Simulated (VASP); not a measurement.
A run of VASP 6.6.1 is set up as follows.

INCAR

```
SYSTEM = W
ALGO = Fast
EDIFF = 1E-6
ENCUT = 520
GGA = PS
ISIF = 2
ISMEAR = 0
LASPH = .True.
LCHARG = .False.
LREAL = .False.
LWAVE = .False.
NBANDS = 66
NELM = 80
PREC = Accurate
SIGMA = 0.15
```

Contents of KPOINTS:

```
k-points
0
Gamma
  8 8 8
  0 0 0
```

Contents of POSCAR:

```
W
1.0
    4.6294799416      0.0000000000      0.0000000000
    0.0000000000      4.6294799416      0.0000000000
    0.0000000000      0.0000000000      5.2333251514
W
8
Direct
    0.0000000000      0.0000000000      0.0000000000
    0.5000000000      0.5000000000      0.5000000000
    0.0000000000      0.5000000000      0.2500000000
    0.0000000000      0.5000000000      0.7500000000
    0.2500000000      0.0000000000      0.5000000000
    0.7500000000      0.0000000000      0.5000000000
    0.5000000000      0.7500000000      0.0000000000
    0.5000000000      0.2500000000      0.0000000000
```

Potentials or basis: VASP PAW PBE potentials, release 64 (W_sv).

Command:

```sh
$ cat potpaw_PBE.64/W_sv/POTCAR > POTCAR
$ mpirun -np 1 vasp_std > vasp.out
```

(1) Estimate the band gap on the k mesh.

(2) What does it give for the largest force?

(3) Predict the pressure.

## Answers

(1) zero (bands 56 and 57 overlap by 1.34 eV).

(2) 0.517 eV/Å.

(3) 60.3 GPa.

Caveat: the cell differs from its parent crystal (strain -0.080 along x and y, +0.040 along z); the stress differs along the axes, from 14 to 84 GPa; the PAW data sets were made with another functional, which shifts forces and pressure a little; spin-orbit coupling is left out, which moves the levels of the heavy elements.
